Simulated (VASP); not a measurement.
Runs of VASP 6.6.1 on Al2InN3. The structure is that of space group P-3m1 (No. 164), or close to it. The cells are those of the table. 

| task | cell | k mesh | cutoff (eV) | smearing | gap on the mesh (eV) | pressure (GPa) | relaxed volume (Å³/atom) | largest force (eV/Å) |
| --- | --- | --- | --- | --- | --- | --- | --- | --- |
| single point | a = 3.027, b = 3.027, c = 7.519 Å, angles 90.0, 90.0, 120.0°, 6 atoms | 12 × 12 × 4 | 520 | gaussian 0.02 eV | 2.36 | 0.0 | - | 0.03 |
| single point | a = 3.356, b = 3.356, c = 8.214 Å, angles 90.0, 90.0, 120.0°, 6 atoms | 6 × 6 × 2 | 520 | gaussian 0.1 eV | none | -30.2 | - | 2.05 |
| relaxation of cell and atoms | relaxed from a = 3.028, b = 3.028, c = 7.518 Å, angles 90.0, 90.0, 120.0°, 6 atoms | 12 × 12 × 4 | 600 | gaussian 0.02 eV | 2.36 | 0.0 | (a) | - |
| relaxation of cell and atoms | relaxed from a = 3.356, b = 3.356, c = 8.214 Å, angles 90.0, 90.0, 120.0°, 6 atoms | 6 × 6 × 2 | 600 | gaussian 0.1 eV | 2.36 | 0.2 | 9.93 | 0.03 |
| single point | a = 3.028, b = 3.028, c = 7.518 Å, angles 90.0, 90.0, 120.0°, 6 atoms | 6 × 6 × 2 | 520 | gaussian 0.1 eV | 2.36 | (b) | - | 0.04 |

Alike in all rows: level PBE; potentials or basis VASP PAW PBE potentials, release 64 (Al, In_d, N); no spin polarisation.

Task: Estimate the missing entries.

Result: (a) 9.94; (b) -0.1.

Caveats: some runs use coarse meshes; spin-orbit coupling is left out, which moves the levels of the heavy elements; forces of over 1 eV/Å act on the atoms, so gaps and moduli don't describe the material at rest (some runs); the volume moved by over 15 % at a fixed basis, so the end points are rough (some runs).

A k mesh can miss the band edges, and the runs leave out spin-orbit coupling on In.

A gap of «none» marks levels without a gap at the run's occupations.
